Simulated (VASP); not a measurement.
# Sb (Pm-3m) in VASP: further runs

The runs below take Sb through single point, relaxation of cell and atoms, with PBE.

Everything below comes from runs of VASP 6.6.1. Logs are shortened: lines on timing, memory, paths and dates and some standing lists are left out, and cuts for length are marked.

### Step 1. The cell of the first run

It takes space group Pm-3m (No. 221, cubic). The conventional cell has a = 6.091 Å, b = 6.091 Å, c = 6.091 Å, α = 90.00°, β = 90.00°, γ = 90.00°. Within 4.0 Å of Sb (site symmetry 4/mmm) lie 6 Sb at 3.05 Å. Sb (site symmetry m-3m) has 6 Sb at 3.05 Å within 4.0 Å. Sb (site symmetry 4/mmm) has 4 Sb at 3.05 Å within 4.0 Å.

### Step 2. Single point, PBE

Input file INCAR:

```
SYSTEM = Sb
ALGO = Normal ; EDIFF = 1E-7
ENCUT = 520 ; GGA = PE
ISIF = 2 ; ISMEAR = 0
LASPH = .TRUE. ; LCHARG = .TRUE.
LELF = .TRUE. ; LREAL = .FALSE.
LVHAR = .TRUE. ; LWAVE = .FALSE.
NBANDS = 26 ; NELM = 100
PREC = Accurate ; SIGMA = 0.1
```

Input file KPOINTS:

```
k-points
0
G
  4 4 4
  0 0 0
```

Input file POSCAR:

```
Sb
1.0
    6.0911795290      0.0000000000      0.0000000000
    0.0000000000      6.0911795290      0.0000000000
    0.0000000000      0.0000000000      6.0911795290
Sb
7
Direct
    0.5000000000      0.5000000000      0.0000000000
    0.0000000000      0.5000000000      0.5000000000
    0.5000000000      0.0000000000      0.5000000000
    0.5000000000      0.5000000000      0.5000000000
    0.5000000000      0.0000000000      0.0000000000
    0.0000000000      0.5000000000      0.0000000000
    0.0000000000      0.0000000000      0.5000000000
```

Potentials or basis: VASP PAW PBE potentials, release 64 (Sb).

Command:

```sh
$ cat potpaw_PBE.64/Sb/POTCAR > POTCAR
$ mpirun -np 1 vasp_std > vasp.out
```

OUTCAR:

```text
SYSTEM = Sb
   EDIFF = 1E-7
   ENCUT = 520
   GGA = PE
   ISIF = 2
   ISMEAR = 0
   LASPH = .TRUE.
   LREAL = .FALSE.
   NELM = 100
   PREC = Accurate

 ion  position               nearest neighbor table
   1  0.500  0.500  0.000-   4 3.05   5 3.05   6 3.05   4 3.05   5 3.05   6 3.05
   2  0.000  0.500  0.500-   4 3.05   6 3.05   7 3.05   6 3.05   7 3.05   4 3.05
   3  0.500  0.000  0.500-   4 3.05   5 3.05   7 3.05   5 3.05   4 3.05   7 3.05
   4  0.500  0.500  0.500-   1 3.05   2 3.05   3 3.05   1 3.05   3 3.05   2 3.05
   5  0.500  0.000  0.000-   1 3.05   3 3.05   3 3.05   1 3.05
   6  0.000  0.500  0.000-   1 3.05   2 3.05   2 3.05   1 3.05
   7  0.000  0.000  0.500-   2 3.05   3 3.05   2 3.05   3 3.05

  LATTYP: Found a simple cubic cell.
 ALAT       =     6.0911795290

  Lattice vectors:

 A1 = (   6.0911795290,   0.0000000000,   0.0000000000)
 A2 = (   0.0000000000,   6.0911795290,   0.0000000000)
 A3 = (   0.0000000000,   0.0000000000,   6.0911795290)

Analysis of symmetry for initial positions (statically):
=====================================================================
 Subroutine PRICEL returns:
 Original cell was already a primitive cell.

 Routine SETGRP: Setting up the symmetry group for a
 simple cubic supercell.

 Subroutine GETGRP returns: Found 48 space group operations
 (whereof 48 operations were pure point group operations)
 out of a pool of 48 trial point group operations.

The static configuration has the point symmetry O_h .

Analysis of symmetry for dynamics (positions and initial velocities):
=====================================================================
 Subroutine PRICEL returns:
 Original cell was already a primitive cell.

 Routine SETGRP: Setting up the symmetry group for a
 simple cubic supercell.

 Subroutine GETGRP returns: Found 48 space group operations
 (whereof 48 operations were pure point group operations)
 out of a pool of 48 trial point group operations.

The dynamic configuration has the point symmetry O_h .

 Subroutine INISYM returns: Found 48 space group operations
 (whereof 48 operations are pure point group operations),
 and found     1 'primitive' translations

[... 87 lines left out ...]
   ENCUT  =  520.0 eV  38.22 Ry    6.18 a.u.  11.33 11.33 11.33*2*pi/ulx,y,z
   NELM   =    100;   NELMIN=  2; NELMDL= -5     # of ELM steps
   EDIFF  = 0.1E-06   stopping-criterion for ELM
   LREAL  =      F    real-space projection
   EDIFFG = 0.1E-05   stopping-criterion for IOM
   NSW    =      0    number of steps for IOM
   IBRION =     -1    ionic relax: 0-MD 1-quasi-New 2-CG
   NFREE  =      0    steps in history (QN), initial steepest desc. (CG)
   ISIF   =      2    stress and relaxation
   ISYM   =      2    0-nonsym 1-usesym 2-fastsym
   POTIM  = 0.5000    time-step for ionic-motion
   TEBEG  =    0.0;   TEEND  =   0.0 temperature during run
   PSTRESS=    0.0 pullay stress
   NELECT =      35.0000    total number of electrons
   NUPDOWN=      -1.0000    fix difference up-down
   EMIN   =  10.00;   EMAX   =-10.00  energy-range for DOS
   EFERMI =   0.00;   METHOD = LEGACY
   ISMEAR =     0;   SIGMA  =   0.10  broadening in eV -4-tet -1-fermi 0-gaus
   EFERMI_NEDOS =   21; number of points for ismear=-14 and -15
   IALGO  =     38    algorithm
   IMIX   =      4    mixing-type and parameters
     AMIX     =   0.40;   BMIX     =  1.00
     AMIX_MAG =   1.60;   BMIX_MAG =  1.00
  volume/ion in A,a.u.               =      32.29       217.87
  Fermi-wavevector in a.u.,A,eV,Ry     =   0.879150  1.661352 10.515997  0.772904
  Thomas-Fermi vector in A             =   1.999334
   LORBIT       =      0    0 simple, 1 ext, 2 COOP (PROOUT), +10 PAW based schemes
   GGA     = PE    functional components
   LHFCALC =     F    Hartree Fock is set to
   AEXX    =    0.0000 exact exchange contribution
   IVDW    =     0    specifies the selected vdW correction
   LEPSILON=     F    determine dielectric tensor
   LRPA    =     F    only Hartree local field effects (RPA)
 non-spin polarized calculation
 Gauss-broadening in eV      SIGMA  =   0.10
  energy-cutoff  :      520.00
  volume of cell :      226.00
 maximum number of plane-waves:      6126
 NGX is ok and might be reduce to    48
   NGX = 23   NGY = 23   NGZ = 23

 number of electron      34.9999996 magnetization

 Free energy of the ion-electron system (eV)
  ---------------------------------------------------
  ext. energy  EPLUGINS =         0.00000000
  ---------------------------------------------------
  free energy    TOTEN  =       -26.98677217 eV

  energy without entropy =      -26.95832465  energy(sigma->0) =      -26.97254841

 E-fermi :   6.2135     XC(G=0):  -9.2237

 val. band max:        6.2040709399   @ k =   0.5000   0.2500   0.2500
 cond. band min:       6.3380394081   @ k =   0.2500   0.0000   0.0000
 fundamental gap:      0.1339684683
 Fermi energy:         6.2134661535

 k-point     1 :       0.0000    0.0000    0.0000
  band No.  band energies     occupation
      1      -6.1339      2.00000
      2      -3.8135      2.00000
      3      -3.8135      2.00000
      4      -2.6108      2.00000
      5      -0.9631      2.00000
      6      -0.9631      2.00000
[... 279 lines left out ...]
     25       6.9006      0.00000
     26       6.9008      0.00000

------------------------ aborting loop because EDIFF is reached ----------------------------------------

  FORCE on cell =-STRESS in cart. coord.  units (eV):
  Direction    XX          YY          ZZ          XY          YZ          ZX
  --------------------------------------------------------------------------------------
  -------------------------------------------------------------------------------------
  Total        0.3868366      0.3868366      0.3868366      0.0000000      0.0000000     -0.0000000
  in kB        2.7424200      2.7424200      2.7424200      0.0000000      0.0000000     -0.0000000
  external PRESSURE =       2.7424200 kB  Pullay stress =       0.0000000 kB

 VOLUME and BASIS-vectors are now :
 -----------------------------------------------------------------------------
  energy-cutoff  :      520.00
  volume of cell :      226.00
      direct lattice vectors                 reciprocal lattice vectors
     6.091179529  0.000000000  0.000000000     0.164171815  0.000000000  0.000000000
     0.000000000  6.091179529  0.000000000     0.000000000  0.164171815  0.000000000
     0.000000000  0.000000000  6.091179529     0.000000000  0.000000000  0.164171815

 POSITION                                       TOTAL-FORCE (eV/Angst)
 -----------------------------------------------------------------------------------
      3.04559      3.04559      0.00000         0.000000      0.000000      0.000000
      0.00000      3.04559      3.04559         0.000000      0.000000      0.000000
      3.04559      0.00000      3.04559         0.000000      0.000000      0.000000
      3.04559      3.04559      3.04559         0.000000      0.000000      0.000000
      3.04559      0.00000      0.00000         0.000000      0.000000      0.000000
      0.00000      3.04559      0.00000         0.000000      0.000000      0.000000
      0.00000      0.00000      3.04559         0.000000      0.000000      0.000000
 -----------------------------------------------------------------------------------
    total drift:                               -0.000000      0.000000      0.000000

  FREE ENERGIE OF THE ION-ELECTRON SYSTEM (eV)
  ---------------------------------------------------
  free  energy   TOTEN  =       -26.9867721676 eV

  energy  without entropy=      -26.9583246496  energy(sigma->0) =      -26.97254841
```

It took 59 s on 1 thread of Intel Xeon Platinum 8259CL at 2.50GHz (Skylake/Cascade Lake), shared host; peak memory 0.31 GiB.

Results:

```yaml
Free_energy: -26.9868 eV
Pressure: 0.3 GPa
```

Caveat: spin-orbit coupling is left out, which moves the levels of the heavy elements.

### Step 3. Relaxation of cell and atoms, PBE

This run uses another cell than the first one, of 24.55 Å³/atom, 0.761 times its volume.

Input file INCAR:

```
ALGO = Normal
EDIFF = 1E-6
EDIFFG = -0.04
ENCUT = 600
GGA = PE
IBRION = 2
ISIF = 3
ISMEAR = 0
LASPH = True
LCHARG = False
LREAL = False
LWAVE = False
NELM = 100
NSW = 90
PREC = Accurate
SIGMA = 0.1
```

Input file KPOINTS:

```
k-points
0
Gamma
  4 4 4
```

POSCAR, as its differences from that of step 2:

```diff
@@ -2,5 +2,5 @@
 1.0
-    6.0911795290      0.0000000000      0.0000000000
-    0.0000000000      6.0911795290      0.0000000000
-    0.0000000000      0.0000000000      6.0911795290
+    5.5600000000      0.0000000000      0.0000000000
+    0.0000000000      5.5600000000      0.0000000000
+    0.0000000000      0.0000000000      5.5600000000
 Sb
```

Potentials or basis: VASP PAW PBE potentials, release 64 (Sb).

Command:

```sh
$ cat potpaw_PBE.64/Sb/POTCAR > POTCAR
$ mpirun -np 1 vasp_std > vasp.out
```

OUTCAR:

```text
EDIFF = 1E-6
   EDIFFG = -0.04
   ENCUT = 600
   GGA = PE
   IBRION = 2
   ISIF = 3
   ISMEAR = 0
   LASPH = True
   LREAL = False
   NELM = 100
   NSW = 90
   PREC = Accurate

 ion  position               nearest neighbor table
   1  0.500  0.500  0.000-   4 2.78   5 2.78   6 2.78   4 2.78   5 2.78   6 2.78
   2  0.000  0.500  0.500-   4 2.78   6 2.78   7 2.78   6 2.78   7 2.78   4 2.78
   3  0.500  0.000  0.500-   4 2.78   5 2.78   7 2.78   5 2.78   4 2.78   7 2.78
   4  0.500  0.500  0.500-   1 2.78   2 2.78   3 2.78   1 2.78   3 2.78   2 2.78
   5  0.500  0.000  0.000-   1 2.78   3 2.78   3 2.78   1 2.78
   6  0.000  0.500  0.000-   1 2.78   2 2.78   2 2.78   1 2.78
   7  0.000  0.000  0.500-   2 2.78   3 2.78   2 2.78   3 2.78

  LATTYP: Found a simple cubic cell.
 ALAT       =     5.5600000000

  Lattice vectors:

 A1 = (   5.5600000000,   0.0000000000,   0.0000000000)
 A2 = (   0.0000000000,   5.5600000000,   0.0000000000)
 A3 = (   0.0000000000,   0.0000000000,   5.5600000000)

Analysis of symmetry for initial positions (statically):
=====================================================================
 Subroutine PRICEL returns:
 Original cell was already a primitive cell.

 Routine SETGRP: Setting up the symmetry group for a
 simple cubic supercell.

 Subroutine GETGRP returns: Found 48 space group operations
 (whereof 48 operations were pure point group operations)
 out of a pool of 48 trial point group operations.

The static configuration has the point symmetry O_h .

Analysis of symmetry for dynamics (positions and initial velocities):
=====================================================================
 Subroutine PRICEL returns:
 Original cell was already a primitive cell.

 Routine SETGRP: Setting up the symmetry group for a
 simple cubic supercell.

 Subroutine GETGRP returns: Found 48 space group operations
 (whereof 48 operations were pure point group operations)
 out of a pool of 48 trial point group operations.

The dynamic configuration has the point symmetry O_h .

 Subroutine INISYM returns: Found 48 space group operations
 (whereof 48 operations are pure point group operations),
 and found     1 'primitive' translations

[... 83 lines left out ...]
   ISPIN  =      1    spin polarized calculation?
   LNONCOLLINEAR =      F non collinear calculations
   LSORBIT =      F    spin-orbit coupling
   LASPH  =      T    aspherical Exc in radial PAW
   ENCUT  =  600.0 eV  44.10 Ry    6.64 a.u.  11.10 11.10 11.10*2*pi/ulx,y,z
   NELM   =    100;   NELMIN=  2; NELMDL= -5     # of ELM steps
   EDIFF  = 0.1E-05   stopping-criterion for ELM
   LREAL  =      F    real-space projection
   EDIFFG = -.4E-01   stopping-criterion for IOM
   NSW    =     90    number of steps for IOM
   IBRION =      2    ionic relax: 0-MD 1-quasi-New 2-CG
   NFREE  =      1    steps in history (QN), initial steepest desc. (CG)
   ISIF   =      3    stress and relaxation
   ISYM   =      2    0-nonsym 1-usesym 2-fastsym
   POTIM  = 0.5000    time-step for ionic-motion
   TEBEG  =    0.0;   TEEND  =   0.0 temperature during run
   PSTRESS=    0.0 pullay stress
   NELECT =      35.0000    total number of electrons
   NUPDOWN=      -1.0000    fix difference up-down
   EMIN   =  10.00;   EMAX   =-10.00  energy-range for DOS
   EFERMI =   0.00;   METHOD = LEGACY
   ISMEAR =     0;   SIGMA  =   0.10  broadening in eV -4-tet -1-fermi 0-gaus
   EFERMI_NEDOS =   21; number of points for ismear=-14 and -15
   IALGO  =     38    algorithm
   IMIX   =      4    mixing-type and parameters
     AMIX     =   0.40;   BMIX     =  1.00
     AMIX_MAG =   1.60;   BMIX_MAG =  1.00
  volume/ion in A,a.u.               =      24.55       165.70
  Fermi-wavevector in a.u.,A,eV,Ry     =   0.963140  1.820071 12.621288  0.927639
  Thomas-Fermi vector in A             =   2.092660
   LORBIT       =      0    0 simple, 1 ext, 2 COOP (PROOUT), +10 PAW based schemes
   GGA     = PE    functional components
   LHFCALC =     F    Hartree Fock is set to
   AEXX    =    0.0000 exact exchange contribution
   IVDW    =     0    specifies the selected vdW correction
   LEPSILON=     F    determine dielectric tensor
   LRPA    =     F    only Hartree local field effects (RPA)
 conjugate gradient relaxation of ions
 non-spin polarized calculation
 Gauss-broadening in eV      SIGMA  =   0.10
  energy-cutoff  :      600.00
  volume of cell :      171.88
 maximum number of plane-waves:      5832
 NGX is ok and might be reduce to    48
   NGX = 23   NGY = 23   NGZ = 23

--------------------------------------- Ionic step        1  -------------------------------------------

 number of electron      34.9999996 magnetization

 Free energy of the ion-electron system (eV)
  ---------------------------------------------------
  ext. energy  EPLUGINS =         0.00000000
  ---------------------------------------------------
  free energy    TOTEN  =       -23.45413477 eV

  energy without entropy =      -23.43725363  energy(sigma->0) =      -23.44569420

 E-fermi :   9.7560     XC(G=0): -10.4137

 val. band max:        9.7298182233   @ k =   0.5000   0.5000   0.2500
 cond. band min:       9.7723486067   @ k =   0.5000   0.5000   0.0000
 fundamental gap:      0.0425303834
 Fermi energy:         9.7560402638
[... 607 lines left out ...]
--------------------------------------- Ionic step        4  -------------------------------------------

 number of electron      34.9999996 magnetization

 Free energy of the ion-electron system (eV)
  ---------------------------------------------------
  ext. energy  EPLUGINS =         0.00000000
  ---------------------------------------------------
  free energy    TOTEN  =       -26.98643121 eV

  energy without entropy =      -26.95748929  energy(sigma->0) =      -26.97196025

 E-fermi :   6.1464     XC(G=0):  -9.1989

 val. band max:        6.1371956317   @ k =   0.5000   0.2500   0.2500
 cond. band min:       6.2706745814   @ k =   0.2500   0.0000   0.0000
 fundamental gap:      0.1334789497
 Fermi energy:         6.1464491310
[... 272 lines left out ...]
  FREE ENERGIE OF THE ION-ELECTRON SYSTEM (eV)
  ---------------------------------------------------
  free  energy   TOTEN  =       -26.9864312107 eV

  energy  without entropy=      -26.9574892941  energy(sigma->0) =      -26.97196025

 reached required accuracy - stopping structural energy minimisation
```

Wall time 2.5 min (1 thread of Intel Xeon Platinum 8259CL at 2.50GHz (Skylake/Cascade Lake), shared host); peak memory 0.34 GiB.

What came out:

| Quantity | Value |
| --- | --- |
| Free energy | -26.9864 eV |
| Relaxed volume | 32.48 Å³/atom |
| Relaxed cell | a = 6.103 Å, b = 6.103 Å, c = 6.103 Å, α = 90.00°, β = 90.00°, γ = 90.00° |
| Space group after relaxing (to 0.05 Å) | Pm-3m (No. 221) |
| Energy gained by relaxing | 504.6 meV/atom |
| Ionic steps | 4 |
| Pressure after relaxing | 0.0 GPa |

The path:
| step | energy change (eV) | largest force (eV/Å) | pressure (GPa) | volume (Å³) |
| --- | --- | --- | --- | --- |
| 1 | 0.0000 | 0.0000 | 26.70 | 171.88 |
| 2 | -1.6621 | 0.0000 | -6.86 | 295.07 |
| 3 | -3.5311 | 0.0000 | -0.28 | 228.58 |
| 4 | -3.5323 | 0.0000 | -0.02 | 227.34 |

Final structure:
```
CELL_PARAMETERS angstrom
6.10322 0.00000 0.00000
0.00000 6.10322 0.00000
0.00000 0.00000 6.10322
ATOMIC_POSITIONS crystal
Sb 0.50000 0.50000 0.00000
Sb 0.00000 0.50000 0.50000
Sb 0.50000 0.00000 0.50000
Sb 0.50000 0.50000 0.50000
Sb 0.50000 0.00000 0.00000
Sb 0.00000 0.50000 0.00000
Sb 0.00000 0.00000 0.50000
```

Levels at points of the mesh, in eV from the Fermi level:
| k point | band 15 | band 16 | band 17 | band 18 | band 19 | band 20 | band 21 |
| --- | --- | --- | --- | --- | --- | --- | --- |
| (0.00, 0.00, 0.00) | -2.62 | -2.62 | 0.24 | 0.24 | 0.24 | 2.57 | 2.57 |
| (0.50, 0.00, 0.00) | -1.45 | -0.37 | -0.37 | -0.19 | 0.35 | 0.46 | 1.84 |
| (0.50, 0.50, 0.00) | -1.04 | -0.96 | -0.70 | -0.08 | -0.08 | 0.54 | 0.74 |
| (0.50, 0.50, 0.50) | -0.46 | -0.46 | -0.45 | -0.45 | -0.45 | 0.26 | 0.26 |

Caveat: the volume moved by over 15 % at a fixed basis, so the end points are rough; spin-orbit coupling is left out, which moves the levels of the heavy elements.
